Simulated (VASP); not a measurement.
# InP: single point with PBE

Crystal: InP.

```xyz
2
Lattice="0.0000 2.9305 2.9305 2.9305 0.0000 2.9305 2.9305 2.9305 0.0000" Properties=species:S:1:pos:R:3 pbc="T T T"
In    0.0000    0.0000    0.0000
P     1.4652    1.4652    1.4652
```

```json
{
 "Program": "VASP 6.6.1",
 "Task": "single point",
 "Functional": "PBE",
 "Potentials or basis": "VASP PAW PBE potentials, release 64 (In_d, P)",
 "Cutoff": "520 eV",
 "k mesh": "6 × 6 × 6",
 "Occupations": "gaussian, width 0.05 eV",
 "Spin": "no spin polarisation",
 "Dipole correction": "no",
 "Further INCAR settings": "ALGO = Normal; EDIFF = 1e-07; NBANDS = 16"
}
```

The pressure is 3.3 GPa and the band gap on the k mesh is 0.71 eV, direct.

Levels at points of the mesh, in eV from the valence-band top:
| k point | band 7 | band 8 | band 9 | band 10 | band 11 | band 12 |
| --- | --- | --- | --- | --- | --- | --- |
| (0.00, 0.00, 0.00) | 0.00 | 0.00 | 0.00 | 0.71 | 4.09 | 4.09 |
| (0.50, 0.00, 0.00) | -5.73 | -0.97 | -0.97 | 1.50 | 4.81 | 4.81 |
| (0.50, 0.50, 0.00) | -5.75 | -2.32 | -2.32 | 1.76 | 2.26 | 9.21 |

Run time: 6.3 s on 1 thread of Intel(R) Xeon(R) 6975P-C (Granite Rapids), with other jobs on the host, peak memory 0.17 GiB.

Caveat: spin-orbit coupling is left out, which moves the levels of the heavy elements. PBE gaps usually lie below the measured ones, often by a third to a half.
